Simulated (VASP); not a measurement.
Here is a VASP 6.6.1 calculation.

INCAR

```
SYSTEM = Mg2ZnO3
ALGO = Normal ; EDIFF = 1E-6
ENCUT = 520 ; GGA = PS
GGA_COMPAT = .FALSE. ; ISIF = 2
ISMEAR = -1 ; ISYM = -1
LASPH = .TRUE. ; LCHARG = .FALSE.
LREAL = Auto ; LWAVE = .FALSE.
NBANDS = 66 ; NELM = 120
PREC = Accurate ; SIGMA = 0.02
```

The input KPOINTS:

```
explicit points
4
Reciprocal
  0.25000000   0.25000000   0.25000000 2
  0.25000000   0.25000000   0.75000000 2
  0.25000000   0.75000000   0.25000000 2
  0.25000000   0.75000000   0.75000000 2
```

File POSCAR:

```
Mg2ZnO3
1.0
    4.5494978865     -2.6266538294      0.0000000000
    0.0000000000      5.2533076588      0.0000000000
    0.0000000000      0.0000000000      7.4033160000
Mg Zn O
6 3 9
Direct
   -0.0010869331      0.3333153351      0.6745762304
    0.6653257295      0.6655234382      0.6527623568
    0.3405116430      1.0013143247      0.6695118782
    0.3511407280      0.3424191490      0.3408819778
   -0.0152994906      0.6498156507      0.3380867438
    0.6623234201      1.0026247633      0.3372450940
   -0.0076320510     -0.0087346409     -0.0018697027
    0.6682207742      0.3339464904      0.0017361139
    0.3418950923      0.6813128577     -0.0042309419
   -0.0115918287      0.3176283186      0.1693601894
    0.6645271798      0.6723997700      0.1637395999
    0.3318366197      1.0009120481      0.1817284309
    0.3461384178      0.3448950486      0.8276026581
   -0.0092561863      0.6633194606      0.8273826215
    0.6726814863      0.9943212431      0.8280165266
   -0.0082773970     -0.0108194418      0.5074413952
    0.6630799871      0.3297601625      0.4970461885
    0.3362830445      0.6684959981      0.4956707238
```

Potentials or basis: VASP PAW PBE potentials, release 64 (Mg, Zn, O).

Run with:

```console
$ cat potpaw_PBE.64/Mg/POTCAR potpaw_PBE.64/Zn/POTCAR potpaw_PBE.64/O/POTCAR > POTCAR
$ mpirun -np 1 vasp_std > vasp.out
```

(1) Estimate the band gap on the k mesh.

(2) What does it give for the pressure?

Answers

(1) 4.26 eV.

(2) -5.0 GPa.

Caveat: the cell stands under tension; the atoms stand as in a frame of molecular dynamics; the PAW data sets were made with another functional, which shifts forces and pressure a little; a shifted mesh leaves out Γ, where band edges can lie.
